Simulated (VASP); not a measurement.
# La3Sb (L12 type) (Pm-3m) in VASP: electric field gradients with r2SCAN

Aim: the electric field gradients of La3Sb (L12 type) with r2SCAN.

All numbers are computed with VASP 6.6.1; they aren't measurements. Logs are shortened: lines on timing, memory, paths and dates and some standing lists are left out, and cuts for length are marked.

**1. The cell of the first run**

The structure is cubic, space group Pm-3m (No. 221). The conventional cell has a = 5.006 Å, b = 5.006 Å, c = 5.006 Å, α = 90.00°, β = 90.00°, γ = 90.00°. Sb (site symmetry m-3m) has 12 La at 3.54 Å within 4.7 Å. Within 4.7 Å of La (site symmetry 4/mmm) lie 4 Sb at 3.54 Å and 8 La at 3.54 Å.

**2. Electric field gradients, r2SCAN**

File POSCAR:

```
La3Sb
1.0
    5.0059585347      0.0000000000      0.0000000000
    0.0000000000      5.0059585347      0.0000000000
    0.0000000000      0.0000000000      5.0059585347
Sb La
1 3
Direct
    0.0000000000      0.0000000000      0.0000000000
    0.0000000000      0.5000000000      0.5000000000
    0.5000000000      0.0000000000      0.5000000000
    0.5000000000      0.5000000000      0.0000000000
```

File INCAR.step1:

```
  ALGO = Normal
  EDIFF = 1E-4
  ENCUT = 520
  GGA = PE
  ISMEAR = -1
  LASPH = T
  LCHARG = F
  LREAL = F
  LWAVE = T
  NBANDS = 27
  NELM = 100
  PREC = Accurate
  SIGMA = 0.05
```

File INCAR.step2:

```
  ALGO = Normal
  EDIFF = 1E-8
  ENCUT = 520
  ISIF = 2
  ISMEAR = -1
  ISTART = 1
  LASPH = T
  LCHARG = F
  LEFG = T
  LMIXTAU = T
  LREAL = F
  LWAVE = F
  METAGGA = R2SCAN
  NBANDS = 27
  NELM = 100
  PREC = Accurate
  SIGMA = 0.05
```

File KPOINTS:

```
k-points
0
Gamma
  7 7 7
```

Potentials or basis: VASP PAW PBE potentials, release 64 (Sb, La).

Run with:

```
$ cat potpaw_PBE.64/Sb/POTCAR potpaw_PBE.64/La/POTCAR > POTCAR
$ cp INCAR.step1 INCAR
$ mpirun -np 1 vasp_std > vasp.out
$ cp INCAR.step2 INCAR
$ mpirun -np 1 vasp_std > vasp.out
```

OUTCAR:

```text
EDIFF = 1E-8
   ENCUT = 520
   ISIF = 2
   ISMEAR = -1
   ISTART = 1
   LASPH = T
   LREAL = F
   METAGGA = R2SCAN
   NELM = 100
   PREC = Accurate

 ion  position               nearest neighbor table
   1  0.000  0.000  0.000-   2 3.54   3 3.54   4 3.54   2 3.54   3 3.54   2 3.54   4 3.54   2 3.54
                             3 3.54   4 3.54   3 3.54   4 3.54
   2  0.000  0.500  0.500-   1 3.54   3 3.54   4 3.54   1 3.54   4 3.54   1 3.54   3 3.54   1 3.54
                             3 3.54   4 3.54   4 3.54   3 3.54
   3  0.500  0.000  0.500-   1 3.54   2 3.54   4 3.54   1 3.54   4 3.54   2 3.54   4 3.54   4 3.54
                             1 3.54   2 3.54   1 3.54   2 3.54
   4  0.500  0.500  0.000-   1 3.54   2 3.54   3 3.54   2 3.54   3 3.54   1 3.54   3 3.54   3 3.54
                             1 3.54   2 3.54   2 3.54   1 3.54

  LATTYP: Found a simple cubic cell.
 ALAT       =     5.0059585347

  Lattice vectors:

 A1 = (   5.0059585347,   0.0000000000,   0.0000000000)
 A2 = (   0.0000000000,   5.0059585347,   0.0000000000)
 A3 = (   0.0000000000,   0.0000000000,   5.0059585347)

Analysis of symmetry for initial positions (statically):
=====================================================================
 Subroutine PRICEL returns:
 Original cell was already a primitive cell.

 Routine SETGRP: Setting up the symmetry group for a
 simple cubic supercell.

 Subroutine GETGRP returns: Found 48 space group operations
 (whereof 48 operations were pure point group operations)
 out of a pool of 48 trial point group operations.

The static configuration has the point symmetry O_h .

Analysis of symmetry for dynamics (positions and initial velocities):
=====================================================================
 Subroutine PRICEL returns:
 Original cell was already a primitive cell.

 Routine SETGRP: Setting up the symmetry group for a
 simple cubic supercell.

 Subroutine GETGRP returns: Found 48 space group operations
 (whereof 48 operations were pure point group operations)
 out of a pool of 48 trial point group operations.

The dynamic configuration has the point symmetry O_h .

 Subroutine INISYM returns: Found 48 space group operations
 (whereof 48 operations are pure point group operations),
 and found     1 'primitive' translations

----------------------------------------------------------------------------------------

                                     Primitive cell

  volume of cell :     125.4474

  direct lattice vectors                    reciprocal lattice vectors
     5.005958535  0.000000000  0.000000000     0.199761942  0.000000000  0.000000000
     0.000000000  5.005958535  0.000000000     0.000000000  0.199761942  0.000000000
     0.000000000  0.000000000  5.005958535     0.000000000  0.000000000  0.199761942

  length of vectors
     5.005958535  5.005958535  5.005958535     0.199761942  0.199761942  0.199761942

  position of ions in fractional coordinates (direct lattice)
     0.000000000  0.000000000  0.000000000
     0.000000000  0.500000000  0.500000000
     0.500000000  0.000000000  0.500000000
     0.500000000  0.500000000  0.000000000

  ion indices of the primitive-cell ions
   primitive index   ion index
                 1           1
                 2           2
                 3           3
                 4           4

----------------------------------------------------------------------------------------

 KPOINTS: k-points

Automatic generation of k-mesh.
 Grid dimensions read from file:
 generate k-points for:    7    7    7

 Generating k-lattice:

  Cartesian coordinates                     Fractional coordinates (reciprocal lattice)
     0.028537420  0.000000000  0.000000000     0.142857143  0.000000000  0.000000000
     0.000000000  0.028537420  0.000000000     0.000000000  0.142857143  0.000000000
     0.000000000  0.000000000  0.028537420     0.000000000  0.000000000  0.142857143

  Length of vectors
     0.028537420  0.028537420  0.028537420

  Shift w.r.t. Gamma in fractional coordinates (k-lattice)
     0.000000000  0.000000000  0.000000000

 Subroutine IBZKPT returns following result:
 ===========================================

 Found     20 irreducible k-points:

 Following reciprocal coordinates:
            Coordinates               Weight
  0.000000  0.000000  0.000000      1.000000
  0.142857  0.000000  0.000000      6.000000
  0.285714  0.000000  0.000000      6.000000
  0.428571  0.000000  0.000000      6.000000
  0.142857  0.142857  0.000000     12.000000
  0.285714  0.142857  0.000000     24.000000
[... 12 lines left out ...]
  0.428571  0.428571  0.285714     24.000000
  0.428571  0.428571  0.428571      8.000000
   k-points           NKPTS =     20   k-points in BZ     NKDIM =     20   number of bands    NBANDS=     27
   number of dos      NEDOS =    301   number of ions     NIONS =      4
   total plane-waves  NPLWV =  64000
   dimension x,y,z NGX =    40 NGY =   40 NGZ =   40
   dimension x,y,z NGXF=    80 NGYF=   80 NGZF=   80
   ions per type =               1   3
   NGX,Y,Z   is equivalent  to a cutoff of  13.28, 13.28, 13.28 a.u.
   NGXF,Y,Z  is equivalent  to a cutoff of  26.57, 26.57, 26.57 a.u.
 SYSTEM =  unknown system
   PREC   = accura    normal or accurate (medium, high low for compatibility)
   ISTART =      1    job   : 0-new  1-cont  2-samecut
   ICHARG =      0    charge: 1-file 2-atom 10-const
   ISPIN  =      1    spin polarized calculation?
   LNONCOLLINEAR =      F non collinear calculations
   LSORBIT =      F    spin-orbit coupling
   LASPH  =      T    aspherical Exc in radial PAW
   ENCUT  =  520.0 eV  38.22 Ry    6.18 a.u.   9.31  9.31  9.31*2*pi/ulx,y,z
   NELM   =    100;   NELMIN=  2; NELMDL=  0     # of ELM steps
   EDIFF  = 0.1E-07   stopping-criterion for ELM
   LREAL  =      F    real-space projection
   EDIFFG = 0.1E-06   stopping-criterion for IOM
   NSW    =      0    number of steps for IOM
   IBRION =     -1    ionic relax: 0-MD 1-quasi-New 2-CG
   NFREE  =      0    steps in history (QN), initial steepest desc. (CG)
   ISIF   =      2    stress and relaxation
   ISYM   =      2    0-nonsym 1-usesym 2-fastsym
   POTIM  = 0.5000    time-step for ionic-motion
   TEBEG  =    0.0;   TEEND  =   0.0 temperature during run
   PSTRESS=    0.0 pullay stress
   NELECT =      38.0000    total number of electrons
   NUPDOWN=      -1.0000    fix difference up-down
   EMIN   =  10.00;   EMAX   =-10.00  energy-range for DOS
   EFERMI =   0.00;   METHOD = LEGACY
   ISMEAR =    -1;   SIGMA  =   0.05  broadening in eV -4-tet -1-fermi 0-gaus
   EFERMI_NEDOS =   21; number of points for ismear=-14 and -15
   IALGO  =     38    algorithm
   IMIX   =      4    mixing-type and parameters
     AMIX     =   0.40;   BMIX     =  1.00
     AMIX_MAG =   1.60;   BMIX_MAG =  1.00
  volume/ion in A,a.u.               =      31.36       211.64
  Fermi-wavevector in a.u.,A,eV,Ry     =   1.099467  2.077691 16.447093  1.208827
  Thomas-Fermi vector in A             =   2.235862
   LORBIT       =      0    0 simple, 1 ext, 2 COOP (PROOUT), +10 PAW based schemes
   METAGGA = R2SCAN    functional components
   LHFCALC =     F    Hartree Fock is set to
   AEXX    =    0.0000 exact exchange contribution
   IVDW    =     0    specifies the selected vdW correction
   LEPSILON=     F    determine dielectric tensor
   LRPA    =     F    only Hartree local field effects (RPA)
 non-spin polarized calculation
  energy-cutoff  :      520.00
  volume of cell :      125.45
 maximum number of plane-waves:      3407
 NGX is ok and might be reduce to    40
   NGX = 19   NGY = 19   NGZ = 19

 number of electron      37.9999997 magnetization

 Free energy of the ion-electron system (eV)
  ---------------------------------------------------
  ext. energy  EPLUGINS =         0.00000000
  ---------------------------------------------------
  free energy    TOTEN  =      -117.81041891 eV

  energy without entropy =     -117.76563834  energy(sigma->0) =     -117.78802863

 E-fermi :   9.2130     XC(G=0): -10.7015

 val. band max:        9.2057083411   @ k =   0.4286   0.2857   0.0000
 cond. band min:       9.2193069765   @ k =   0.4286   0.1429   0.0000
 fundamental gap:      0.0135986354
 Fermi energy:         9.2129711792

 k-point     1 :       0.0000    0.0000    0.0000
  band No.  band energies     occupation
      1     -24.9409      2.00000
      2     -24.5421      2.00000
      3     -24.5421      2.00000
      4      -8.8655      2.00000
      5      -8.8655      2.00000
      6      -8.8655      2.00000
[... 19 lines left out ...]
     26      11.3715      0.00000
     27      11.3815      0.00000

 k-point     2 :       0.1429    0.0000    0.0000
  band No.  band energies     occupation
      1     -24.9239      2.00000
      2     -24.5600      2.00000
      3     -24.5417      2.00000
      4      -8.8253      2.00000
      5      -8.8253      2.00000
      6      -8.8125      2.00000
[... 19 lines left out ...]
     26      11.3732      0.00000
     27      11.4341      0.00000

 k-point     3 :       0.2857    0.0000    0.0000
  band No.  band energies     occupation
      1     -24.8777      2.00000
      2     -24.6083      2.00000
      3     -24.5410      2.00000
      4      -8.7185      2.00000
      5      -8.7185      2.00000
      6      -8.6580      2.00000
[... 474 lines left out ...]
      1     -24.7032      2.00000
      2     -24.6665      2.00000
      3     -24.6499      2.00000
      4      -9.1627      2.00000
      5      -8.7789      2.00000
      6      -8.6337      2.00000
[... 19 lines left out ...]
     26      11.2633      0.00000
     27      11.3012      0.00000

 k-point    20 :       0.4286    0.4286    0.4286
  band No.  band energies     occupation
      1     -24.6855      2.00000
      2     -24.6654      2.00000
      3     -24.6654      2.00000
      4      -9.3019      2.00000
      5      -8.7717      2.00000
      6      -8.7574      2.00000
[... 19 lines left out ...]
     26      11.0965      0.00000
     27      11.3342      0.00000

------------------------ aborting loop because EDIFF is reached ----------------------------------------

  FORCE on cell =-STRESS in cart. coord.  units (eV):
  Direction    XX          YY          ZZ          XY          YZ          ZX
  --------------------------------------------------------------------------------------
  -------------------------------------------------------------------------------------
  Total        0.0117275      0.0117275      0.0117275      0.0000000      0.0000000      0.0000000
  in kB        0.1497796      0.1497796      0.1497796      0.0000000      0.0000000      0.0000000
  external PRESSURE =       0.1497796 kB  Pullay stress =       0.0000000 kB

 VOLUME and BASIS-vectors are now :
 -----------------------------------------------------------------------------
  energy-cutoff  :      520.00
  volume of cell :      125.45
      direct lattice vectors                 reciprocal lattice vectors
     5.005958535  0.000000000  0.000000000     0.199761942  0.000000000  0.000000000
     0.000000000  5.005958535  0.000000000     0.000000000  0.199761942  0.000000000
     0.000000000  0.000000000  5.005958535     0.000000000  0.000000000  0.199761942

 POSITION                                       TOTAL-FORCE (eV/Angst)
 -----------------------------------------------------------------------------------
      0.00000      0.00000      0.00000         0.000000      0.000000      0.000000
      0.00000      2.50298      2.50298         0.000000      0.000000      0.000000
      2.50298      0.00000      2.50298         0.000000      0.000000      0.000000
      2.50298      2.50298      0.00000         0.000000      0.000000      0.000000
 -----------------------------------------------------------------------------------
    total drift:                                0.000000     -0.000000     -0.000000

  FREE ENERGIE OF THE ION-ELECTRON SYSTEM (eV)
  ---------------------------------------------------
  free  energy   TOTEN  =      -117.8104189149 eV

  energy  without entropy=     -117.7656383426  energy(sigma->0) =     -117.78802863

 Electric field gradients (V/A^2)
---------------------------------------------------------------------
 ion       V_xx      V_yy      V_zz      V_xy      V_xz      V_yz
---------------------------------------------------------------------
   1      -0.000     0.000    -0.000     0.000     0.000     0.000
   2     103.830   -51.915   -51.915    -0.000     0.000     0.000
   3     -51.915   103.830   -51.915     0.000    -0.000    -0.000
   4     -51.915   -51.915   103.830     0.000    -0.000    -0.000
---------------------------------------------------------------------

 Electric field gradients after diagonalization (V/A^2)
 (convention: |V_zz| > |V_xx| > |V_yy|)
----------------------------------------------------------------------
 ion       V_xx      V_yy      V_zz     asymmetry (V_yy - V_xx)/ V_zz
----------------------------------------------------------------------
   1      -0.000     0.000    -0.000      -0.734
   2     -51.915   -51.915   103.830       0.000
   3     -51.915   -51.915   103.830       0.000
   4     -51.915   -51.915   103.830       0.000
----------------------------------------------------------------------

           NMR quadrupolar parameters

 Cq : quadrupolar parameter    Cq=e*Q*V_zz/h
 eta: asymmetry parameters     (V_yy - V_xx)/ V_zz
 Q  : nuclear electric quadrupole moment in mb (millibarn)
----------------------------------------------------------------------
 ion       Cq(MHz)       eta       Q (mb)
----------------------------------------------------------------------
   1      -0.000      -0.734       1.000
   2       0.251       0.000       1.000
   3       0.251       0.000       1.000
   4       0.251       0.000       1.000
----------------------------------------------------------------------
```

It took 9.4 min on 1 thread of Intel Xeon Platinum 8488C (Sapphire Rapids), shared host; peak memory 0.3 GiB.

What came out:

```yaml
Free_energy: -117.8104 eV
Pressure: 0.0 GPa
Band_gap_on_the_k_mesh: zero (band 19 reaches 9.52 eV, above the bottom of band 20 at 7.95 eV)
```

Electric field gradients, principal values (V/Å²):
```csv
atom,least,middle,greatest (by size)
1 Sb,0.000,0.000,0.000
2 La,-51.915,-51.915,103.830
3 La,-51.915,-51.915,103.830
4 La,-51.915,-51.915,103.830
```

Caveat: without QUAD_EFG the Cq values of the log hold for a quadrupole moment of 1 mb, not for the nuclei; the PAW data sets were made with another functional, which shifts forces and pressure a little; spin-orbit coupling is left out, which moves the levels of the heavy elements.
